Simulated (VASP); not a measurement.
# TiB (Pnma) in VASP: further runs

The runs below take TiB through single point, with PBEsol.

Program: VASP 6.6.1. These are calculated values, not measurements. Logs are shortened: lines on timing, memory, paths and dates and some standing lists are left out, and cuts for length are marked.

## 1. The cell of the first run

It takes space group Pnma (No. 62, orthorhombic). The conventional cell has a = 5.933 Å, b = 2.976 Å, c = 4.429 Å, α = 90.00°, β = 90.00°, γ = 90.00°. Ti (site symmetry m) has 7 B at 2.29 to 2.45 Å and 8 Ti at 2.78 to 2.98 Å within 3.0 Å. Within 2.4 Å of B (site symmetry m) lie 2 B at 1.78 Å and 6 Ti at 2.29 to 2.32 Å.

## 2. Single point, PBEsol (volume scaled by 0.94, then relaxed in part)

Input file INCAR:

```
PREC = Accurate ; ENCUT = 520
EDIFF = 1E-7 ; ISMEAR = 0
SIGMA = 0.1 ; LREAL = F
LASPH = T ; NELM = 100
ALGO = Normal ; ISIF = 2
LWAVE = F ; LCHARG = T
GGA = PS ; LELF = T
LVHAR = T ; NBANDS = 40
```

Input file KPOINTS:

```
regular mesh
0
Gamma
  6 12 8
```

Input file POSCAR:

```
TiB
1.0
    5.9326214914      0.0000000000      0.0000000000
    0.0000000000      2.9758262600      0.0000000000
    0.0000000000      0.0000000000      4.4290194287
Ti B
4 4
Direct
    0.1767347906      0.2500000000      0.1205267139
    0.8232652094      0.7500000000      0.8794732861
    0.3232652094      0.7500000000      0.6205267139
    0.6767347906      0.2500000000      0.3794732861
    0.0308268900      0.2500000000      0.6018936544
    0.9691731100      0.7500000000      0.3981063456
    0.4691731100      0.7500000000      0.1018936544
    0.5308268900      0.2500000000      0.8981063456
```

Potentials or basis: VASP PAW PBE potentials, release 64 (Ti_sv, B).

On the command line:

```console
cat potpaw_PBE.64/Ti_sv/POTCAR potpaw_PBE.64/B/POTCAR > POTCAR
mpirun -np 1 vasp_std > vasp.out
```

OUTCAR:

```text
PREC = Accurate
   ENCUT = 520
   EDIFF = 1E-7
   ISMEAR = 0
   LREAL = F
   LASPH = T
   NELM = 100
   ISIF = 2
   GGA = PS

 ion  position               nearest neighbor table
   1  0.177  0.250  0.121-   7 2.29   7 2.29   6 2.29   6 2.29   5 2.30   8 2.32   5 2.45   2 2.78
                             2 2.78   3 2.81   3 2.81   3 2.81   3 2.81
   2  0.823  0.750  0.879-   8 2.29   8 2.29   5 2.29   5 2.29   6 2.30   7 2.32   6 2.45   1 2.78
                             1 2.78   4 2.81   4 2.81   4 2.81   4 2.81
   3  0.323  0.750  0.621-   5 2.29   5 2.29   8 2.29   8 2.29   7 2.30   6 2.32   7 2.45   4 2.78
                             4 2.78   1 2.81   1 2.81   1 2.81   1 2.81
   4  0.677  0.250  0.379-   6 2.29   6 2.29   7 2.29   7 2.29   8 2.30   5 2.32   8 2.45   3 2.78
                             3 2.78   2 2.81   2 2.81   2 2.81   2 2.81
   5  0.031  0.250  0.602-   6 1.78   6 1.78   3 2.29   3 2.29   2 2.29   2 2.29   1 2.30   4 2.32
                             1 2.45
   6  0.969  0.750  0.398-   5 1.78   5 1.78   4 2.29   4 2.29   1 2.29   1 2.29   2 2.30   3 2.32
                             2 2.45
   7  0.469  0.750  0.102-   8 1.78   8 1.78   1 2.29   1 2.29   4 2.29   4 2.29   3 2.30   2 2.32
                             3 2.45
   8  0.531  0.250  0.898-   7 1.78   7 1.78   2 2.29   2 2.29   3 2.29   3 2.29   4 2.30   1 2.32
                             4 2.45

  LATTYP: Found a simple orthorhombic cell.
 ALAT       =     2.9758262600
 B/A-ratio  =     1.4883326652
 C/A-ratio  =     1.9936047918

  Lattice vectors:

 A1 = (   0.0000000000,   2.9758262600,   0.0000000000)
 A2 = (   0.0000000000,   0.0000000000,   4.4290194287)
 A3 = (   5.9326214914,   0.0000000000,   0.0000000000)

Analysis of symmetry for initial positions (statically):
=====================================================================
 Subroutine PRICEL returns:
 Original cell was already a primitive cell.

 Routine SETGRP: Setting up the symmetry group for a
 simple orthorhombic supercell.

 Subroutine GETGRP returns: Found  8 space group operations
 (whereof  2 operations were pure point group operations)
 out of a pool of  8 trial point group operations.

The static configuration has the point symmetry S_2 .
 The point group associated with its full space group is D_2h.

Analysis of symmetry for dynamics (positions and initial velocities):
=====================================================================
 Subroutine PRICEL returns:
 Original cell was already a primitive cell.

 Routine SETGRP: Setting up the symmetry group for a
 simple orthorhombic supercell.

 Subroutine GETGRP returns: Found  8 space group operations
 (whereof  2 operations were pure point group operations)
 out of a pool of  8 trial point group operations.
[... 119 lines left out ...]
   NFREE  =      0    steps in history (QN), initial steepest desc. (CG)
   ISIF   =      2    stress and relaxation
   ISYM   =      2    0-nonsym 1-usesym 2-fastsym
   POTIM  = 0.5000    time-step for ionic-motion
   TEBEG  =    0.0;   TEEND  =   0.0 temperature during run
   PSTRESS=    0.0 pullay stress
   NELECT =      60.0000    total number of electrons
   NUPDOWN=      -1.0000    fix difference up-down
   EMIN   =  10.00;   EMAX   =-10.00  energy-range for DOS
   EFERMI =   0.00;   METHOD = LEGACY
   ISMEAR =     0;   SIGMA  =   0.10  broadening in eV -4-tet -1-fermi 0-gaus
   EFERMI_NEDOS =   21; number of points for ismear=-14 and -15
   IALGO  =     38    algorithm
   IMIX   =      4    mixing-type and parameters
     AMIX     =   0.40;   BMIX     =  1.00
     AMIX_MAG =   1.60;   BMIX_MAG =  1.00
  volume/ion in A,a.u.               =       9.77        65.96
  Fermi-wavevector in a.u.,A,eV,Ry     =   1.498780  2.832284 30.563344  2.246342
  Thomas-Fermi vector in A             =   2.610495
   LORBIT       =      0    0 simple, 1 ext, 2 COOP (PROOUT), +10 PAW based schemes
   GGA     = PS    functional components
   LHFCALC =     F    Hartree Fock is set to
   AEXX    =    0.0000 exact exchange contribution
   IVDW    =     0    specifies the selected vdW correction
   LEPSILON=     F    determine dielectric tensor
   LRPA    =     F    only Hartree local field effects (RPA)
 non-spin polarized calculation
 Gauss-broadening in eV      SIGMA  =   0.10
  energy-cutoff  :      520.00
  volume of cell :       78.19
 maximum number of plane-waves:      2136
 NGX is ok and might be reduce to    48
   NGX = 23   NGY = 11   NGZ = 17

 number of electron      59.9999986 magnetization

 Free energy of the ion-electron system (eV)
  ---------------------------------------------------
  ext. energy  EPLUGINS =         0.00000000
  ---------------------------------------------------
  free energy    TOTEN  =       -68.38971934 eV

  energy without entropy =      -68.37130158  energy(sigma->0) =      -68.38051046

 E-fermi :   9.4772     XC(G=0): -12.9084

 val. band max:        9.4671034240   @ k =   0.1667   0.1667   0.0000
 cond. band min:       9.4777660905   @ k =   0.0000   0.0000   0.2500
 fundamental gap:      0.0106626665
 Fermi energy:         9.4772132117

 k-point     1 :       0.0000    0.0000    0.0000
  band No.  band energies     occupation
      1     -46.3285      2.00000
      2     -46.2421      2.00000
      3     -46.1801      2.00000
      4     -46.1260      2.00000
      5     -22.9817      2.00000
      6     -22.9726      2.00000
[... 1021 lines left out ...]
     39      13.4560      0.00000
     40      13.4560      0.00000

 [... further k-points ...]
[... 5 lines left out ...]
  --------------------------------------------------------------------------------------
  -------------------------------------------------------------------------------------
  Total        7.5186023      7.5079924      7.4769854      0.0000000      0.0000000      0.0000000
  in kB      154.0585821    153.8411829    153.2058379      0.0000000      0.0000000      0.0000000
  external PRESSURE =     153.7018676 kB  Pullay stress =       0.0000000 kB

 VOLUME and BASIS-vectors are now :
 -----------------------------------------------------------------------------
  energy-cutoff  :      520.00
  volume of cell :       78.19
      direct lattice vectors                 reciprocal lattice vectors
     5.932621491  0.000000000  0.000000000     0.168559548  0.000000000  0.000000000
     0.000000000  2.975826260  0.000000000     0.000000000  0.336041124  0.000000000
     0.000000000  0.000000000  4.429019429     0.000000000  0.000000000  0.225783611

 POSITION                                       TOTAL-FORCE (eV/Angst)
 -----------------------------------------------------------------------------------
      1.04850      0.74396      0.53382        -0.007112      0.000000     -0.007304
      4.88412      2.23187      3.89520         0.007112      0.000000      0.007304
      1.91781      2.23187      2.74832         0.007112      0.000000     -0.007304
      4.01481      0.74396      1.68069        -0.007112     -0.000000      0.007304
      0.18288      0.74396      2.66580         0.004170      0.000000      0.008754
      5.74974      2.23187      1.76322        -0.004170      0.000000     -0.008754
      2.78343      2.23187      0.45129        -0.004170      0.000000      0.008754
      3.14920      0.74396      3.97773         0.004170      0.000000     -0.008754
 -----------------------------------------------------------------------------------
    total drift:                               -0.000000     -0.000000      0.000000

  FREE ENERGIE OF THE ION-ELECTRON SYSTEM (eV)
  ---------------------------------------------------
  free  energy   TOTEN  =       -68.3897193357 eV

  energy  without entropy=      -68.3713015797  energy(sigma->0) =      -68.38051046
```

OSZICAR:

```text
N       E                     dE             d eps       ncg     rms          rms(c)
DAV:   1     0.768330948074E+03    0.76833E+03   -0.28954E+04 11216   0.185E+03
DAV:   2     0.240902729169E+02   -0.74424E+03   -0.72158E+03 11200   0.564E+02
DAV:   3    -0.735790789391E+02   -0.97669E+02   -0.95272E+02 16208   0.180E+02
DAV:   4    -0.831739397187E+02   -0.95949E+01   -0.95502E+01 16856   0.516E+01
DAV:   5    -0.835938917836E+02   -0.41995E+00   -0.41977E+00 16808   0.102E+01    0.318E+01
DAV:   6    -0.677226597035E+02    0.15871E+02   -0.94707E+01 15304   0.629E+01    0.660E+00
DAV:   7    -0.683146189014E+02   -0.59196E+00   -0.85758E+00 16008   0.140E+01    0.568E+00
DAV:   8    -0.683585645359E+02   -0.43946E-01   -0.52430E-01 14432   0.422E+00    0.319E+00
DAV:   9    -0.683920659335E+02   -0.33501E-01   -0.21356E-01 15928   0.284E+00    0.753E-01
DAV:  10    -0.683891857677E+02    0.28802E-02   -0.93833E-02 14848   0.192E+00    0.212E-01
DAV:  11    -0.683896760125E+02   -0.49024E-03   -0.38776E-03 16928   0.443E-01    0.510E-02
DAV:  12    -0.683897415311E+02   -0.65519E-04   -0.58130E-04 15256   0.123E-01    0.353E-02
DAV:  13    -0.683897186657E+02    0.22865E-04   -0.99710E-05 16888   0.564E-02    0.468E-03
DAV:  14    -0.683897190465E+02   -0.38078E-06   -0.10553E-05 17440   0.152E-02    0.236E-03
DAV:  15    -0.683897192966E+02   -0.25012E-06   -0.88398E-07 12640   0.463E-03    0.230E-03
DAV:  16    -0.683897193357E+02   -0.39065E-07   -0.48375E-08  7664   0.182E-03
   1 F= -.68389719E+02 E0= -.68380510E+02  d E =-.184178E-01
```

stdout:

```text
POSCAR found type information on POSCAR TiB
 POSCAR found :  2 types and       8 ions
 scaLAPACK will be used
 -----------------------------------------------------------------------------
|                                                                             |
|                                                                             |
|     You enforced a specific xc type in the INCAR file but a different       |
|     I HOPE YOU KNOW WHAT YOU ARE DOING!                                     |
|                                                                             |
 -----------------------------------------------------------------------------

 LDA part: xc-table for (Slater+PW92), standard interpolation
 POSCAR, INCAR and KPOINTS ok, starting setup
 FFT: planning ... GRIDC
 FFT: planning ... GRID_SOFT
 FFT: planning ... GRID
 WAVECAR not read
 entering main loop
```

Wall time 3.6 min (1 thread of Intel Xeon 6975P-C (Granite Rapids), shared host); peak memory 0.42 GiB.

What came out:

- Free energy: -68.3897 eV
- Pressure: 15.4 GPa
- Largest force: 0.010 eV/Å
- Band gap on the k mesh: zero (band 30 reaches 10.59 eV, above the bottom of band 31 at 8.76 eV)

Forces in eV/Å, atoms in the order of the input:
```
Ti  -0.007  0.000 -0.007
Ti   0.007  0.000  0.007
Ti   0.007  0.000 -0.007
Ti  -0.007  0.000  0.007
B    0.004  0.000  0.009
B   -0.004  0.000 -0.009
B   -0.004  0.000  0.009
B    0.004  0.000 -0.009
```

Levels at points of the mesh, in eV from the Fermi level:
```tsv
k point	band 28	band 29	band 30	band 31	band 32	band 33
(0.00, 0.00, 0.00)	-0.57	0.71	0.85	1.01	1.35	1.64
(0.50, 0.00, 0.00)	-1.05	0.54	0.54	0.86	0.86	1.91
(0.00, 0.50, 0.00)	-2.01	-0.88	-0.88	-0.28	-0.28	3.34
(0.50, 0.50, 0.00)	-1.97	-0.71	-0.71	-0.71	-0.71	3.65
(0.00, 0.00, 0.50)	-0.98	-0.07	-0.07	1.77	1.77	2.31
(0.50, 0.00, 0.50)	-1.31	0.32	0.32	1.14	1.14	2.20
(0.00, 0.50, 0.50)	-1.26	0.08	0.08	0.68	0.68	1.13
(0.50, 0.50, 0.50)	-1.72	-0.47	-0.47	-0.47	-0.47	2.76
```

Caveat: the cell differs from its parent crystal (volume scaled by 0.94, then relaxed in part); the PAW data sets were made with another functional, which shifts forces and pressure a little.

## 3. Single point, PBEsol (volume scaled by 0.97, then relaxed in part)

Input file INCAR:

```
  PREC = Accurate
  ENCUT = 520
  EDIFF = 1E-6
  ISMEAR = 0
  SIGMA = 0.1
  LREAL = False
  LASPH = True
  NELM = 80
  ALGO = Normal
  ISIF = 2
  LWAVE = False
  LCHARG = False
  GGA = PS
  NBANDS = 40
```

KPOINTS is that of step 2.

Input file POSCAR:

```
TiB
1.0
    5.9955800050      0.0000000000      0.0000000000
    0.0000000000      3.0051508970      0.0000000000
    0.0000000000      0.0000000000      4.4782485302
Ti B
4 4
Direct
    0.1770666394      0.2500000000      0.1212749086
    0.8229333606      0.7500000000      0.8787250914
    0.3229333606      0.7500000000      0.6212749086
    0.6770666394      0.2500000000      0.3787250914
    0.0305059448      0.2500000000      0.6010551768
    0.9694940552      0.7500000000      0.3989448232
    0.4694940552      0.7500000000      0.1010551768
    0.5305059448      0.2500000000      0.8989448232
```

Potentials or basis: VASP PAW PBE potentials, release 64 (Ti_sv, B).

On the command line:

```console
cat potpaw_PBE.64/Ti_sv/POTCAR potpaw_PBE.64/B/POTCAR > POTCAR
mpirun -np 1 vasp_std > vasp.out
```

Run time: 3.2 min. Hardware: 1 thread of Intel Xeon 6975P-C (Granite Rapids), shared host; peak memory 0.43 GiB.

It converged, with:

```yaml
Free_energy: -68.5648 eV
Pressure: 7.2 GPa
Largest_force: 0.011 eV/Å
Band_gap_on_the_k_mesh: zero (band 30 reaches 10.21 eV, above the bottom of band 31 at 8.44 eV)
```

Forces in eV/Å, atoms in the order of the input:
```
Ti  -0.007  0.000 -0.008
Ti   0.007  0.000  0.008
Ti   0.007  0.000 -0.008
Ti  -0.007  0.000  0.008
B    0.004  0.000  0.006
B   -0.004  0.000 -0.006
B   -0.004  0.000  0.006
B    0.004  0.000 -0.006
```

Stress tensor (GPa, compression positive):
```
7.25 0.00 0.00
0.00 7.14 0.00
0.00 0.00 7.11
```

Levels at points of the mesh, in eV from the Fermi level:
| k point | band 28 | band 29 | band 30 | band 31 | band 32 | band 33 |
| --- | --- | --- | --- | --- | --- | --- |
| (0.00, 0.00, 0.00) | -0.61 | 0.67 | 0.83 | 0.98 | 1.30 | 1.58 |
| (0.50, 0.00, 0.00) | -1.09 | 0.51 | 0.51 | 0.84 | 0.84 | 1.84 |
| (0.00, 0.50, 0.00) | -1.97 | -0.86 | -0.86 | -0.31 | -0.31 | 3.20 |
| (0.50, 0.50, 0.00) | -1.96 | -0.71 | -0.71 | -0.71 | -0.71 | 3.50 |
| (0.00, 0.00, 0.50) | -0.94 | -0.08 | -0.08 | 1.70 | 1.70 | 2.21 |
| (0.50, 0.00, 0.50) | -1.25 | 0.30 | 0.30 | 1.11 | 1.11 | 2.10 |
| (0.00, 0.50, 0.50) | -1.30 | 0.08 | 0.08 | 0.64 | 0.64 | 1.10 |
| (0.50, 0.50, 0.50) | -1.70 | -0.46 | -0.46 | -0.46 | -0.46 | 2.66 |

Caveat: the cell differs from its parent crystal (volume scaled by 0.97, then relaxed in part); the PAW data sets were made with another functional, which shifts forces and pressure a little.

## 4. Single point, PBEsol

This run uses another cell than the first one, of 10.40 Å³/atom, 1.064 times its volume.

Input file INCAR:

```
ALGO = Normal ; EDIFF = 1E-6
ENCUT = 520 ; GGA = PS
ISIF = 2 ; ISMEAR = 0
LASPH = T ; LCHARG = F
LREAL = F ; LWAVE = F
NBANDS = 40 ; NELM = 80
PREC = Accurate ; SIGMA = 0.1
```

Input file KPOINTS:

```
k-points
0
Gamma
  6 12 8
```

Input file POSCAR:

```
TiB
1.0
    6.0586344551      0.0000000000      0.0000000000
    0.0000000000      3.0329951656      0.0000000000
    0.0000000000      0.0000000000      4.5267600656
Ti B
4 4
Direct
    0.1773861336      0.2500000000      0.1220126271
    0.8226138664      0.7500000000      0.8779873729
    0.3226138664      0.7500000000      0.6220126271
    0.6773861336      0.2500000000      0.3779873729
    0.0301911764      0.2500000000      0.6000783173
    0.9698088236      0.7500000000      0.3999216827
    0.4698088236      0.7500000000      0.1000783173
    0.5301911764      0.2500000000      0.8999216827
```

On the command line:

```console
cat potpaw_PBE.64/Ti_sv/POTCAR potpaw_PBE.64/B/POTCAR > POTCAR
mpirun -np 1 vasp_std > vasp.out
```

Run time: 3.2 min. Hardware: 1 thread of Intel Xeon 6975P-C (Granite Rapids), shared host; peak memory 0.44 GiB.

The run converged. Its results:

| Quantity | Value |
| --- | --- |
| Free energy | -68.6212 eV |
| Pressure | 0.1 GPa |
| Largest force | 0.009 eV/Å |
| Band gap on the k mesh | zero (band 30 reaches 9.85 eV, above the bottom of band 31 at 8.13 eV) |

Forces in eV/Å, atoms in the order of the input:
```
Ti  -0.005  0.000 -0.007
Ti   0.005  0.000  0.007
Ti   0.005  0.000 -0.007
Ti  -0.005  0.000  0.007
B    0.002  0.000  0.007
B   -0.002  0.000 -0.007
B   -0.002  0.000  0.007
B    0.002  0.000 -0.007
```

Levels at points of the mesh, in eV from the Fermi level:
| k point | band 26 | band 27 | band 28 | band 29 | band 30 | band 31 | band 32 | band 33 | band 34 | band 35 |
| --- | --- | --- | --- | --- | --- | --- | --- | --- | --- | --- |
| (0.00, 0.00, 0.00) | -1.32 | -0.97 | -0.64 | 0.63 | 0.81 | 0.95 | 1.25 | 1.53 | 1.68 | 1.70 |
| (0.50, 0.00, 0.00) | -1.50 | -1.11 | -1.11 | 0.48 | 0.48 | 0.83 | 0.83 | 1.78 | 1.78 | 2.24 |
| (0.00, 0.50, 0.00) | -1.95 | -1.93 | -1.93 | -0.84 | -0.84 | -0.33 | -0.33 | 3.06 | 3.06 | 3.40 |
| (0.50, 0.50, 0.00) | -1.94 | -1.94 | -1.94 | -0.70 | -0.70 | -0.70 | -0.70 | 3.35 | 3.35 | 3.35 |
| (0.00, 0.00, 0.50) | -1.53 | -0.91 | -0.91 | -0.08 | -0.08 | 1.64 | 1.64 | 2.12 | 2.12 | 2.33 |
| (0.50, 0.00, 0.50) | -2.07 | -1.19 | -1.19 | 0.28 | 0.28 | 1.09 | 1.09 | 2.00 | 2.00 | 2.45 |
| (0.00, 0.50, 0.50) | -1.38 | -1.32 | -1.32 | 0.07 | 0.07 | 0.61 | 0.61 | 1.07 | 1.07 | 1.42 |
| (0.50, 0.50, 0.50) | -1.68 | -1.68 | -1.68 | -0.46 | -0.46 | -0.46 | -0.46 | 2.56 | 2.56 | 2.56 |

Caveat: the PAW data sets were made with another functional, which shifts forces and pressure a little.

## 5. Summary

| cell | gap on the mesh (eV) | pressure (GPa) | largest force (eV/Å) |
| --- | --- | --- | --- |
| a = 5.933, b = 2.976, c = 4.429 Å, 8 atoms | none | 15.4 | 0.01 |
| a = 5.996, b = 3.005, c = 4.478 Å, 8 atoms | none | 7.2 | 0.01 |
| a = 6.059, b = 3.033, c = 4.527 Å, 8 atoms | none | 0.1 | 0.01 |

Alike in all rows: task single point; level PBEsol; potentials or basis VASP PAW PBE potentials, release 64 (Ti_sv, B); no spin polarisation; k mesh 6 × 12 × 8; cutoff (eV) 520; smearing gaussian 0.1 eV.

Caveats: the PAW data sets were made with another functional, which shifts forces and pressure a little.

Absolute energies hang on the potentials; compare differences alone.
